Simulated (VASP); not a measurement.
A run of VASP 6.6.1 is set up as follows.

POSCAR

```
ZnSe2
1.0
   -2.6683465767      2.6683465767      4.3854325476
    2.6683465767     -2.6683465767      4.3854325476
    2.6683465767      2.6683465767     -4.3854325476
Zn Se
2 4
Direct
    0.0000000000      0.0000000000      0.0000000000
    0.7500000000      0.2500000000      0.5000000000
    0.3750000000      0.4513205980      0.5763205980
    1.2013205980      0.6250000000      1.0763205980
    0.5486794020      0.1250000000     -0.0763205980
    0.8750000000     -0.2013205980      0.4236794020
```

INCAR.step1

```
ALGO = Normal ; EDIFF = 1E-4
ENCUT = 520 ; GGA = PE
ISMEAR = -1 ; LASPH = True
LCHARG = False ; LREAL = False
LWAVE = True ; NBANDS = 33
NELM = 80 ; PREC = Accurate
SIGMA = 0.03
```

File INCAR.step2:

```
ALGO = Normal ; BPARAM = 11.95
CPARAM = 0.0093 ; EDIFF = 1E-7
ENCUT = 520 ; ISIF = 2
ISMEAR = -1 ; ISTART = 1
IVDW_NL = 2 ; LASPH = True
LCHARG = False ; LMIXTAU = True
LREAL = False ; LUSE_VDW = True
LWAVE = False ; METAGGA = R2SCAN
NBANDS = 33 ; NELM = 80
PREC = Accurate ; SIGMA = 0.03
```

File KPOINTS:

```
k-points
0
Gamma
  8 8 8
```

Potentials or basis: VASP PAW PBE potentials, release 64 (Zn, Se).

Run with:

```console
$ cat potpaw_PBE.64/Zn/POTCAR potpaw_PBE.64/Se/POTCAR > POTCAR
$ cp INCAR.step1 INCAR
$ mpirun -np 1 vasp_std > vasp.out
$ cp INCAR.step2 INCAR
$ mpirun -np 1 vasp_std > vasp.out
```

(1) What does it give for the band gap on the k mesh?

(2) What does it give for the largest force?

(3) Predict the pressure.

Results:

(1) zero (bands 24 and 25 overlap by 1.87 eV).

(2) 0.058 eV/Å.

(3) 0.3 GPa.

Caveat: the PAW data sets were made with another functional, which shifts forces and pressure a little.
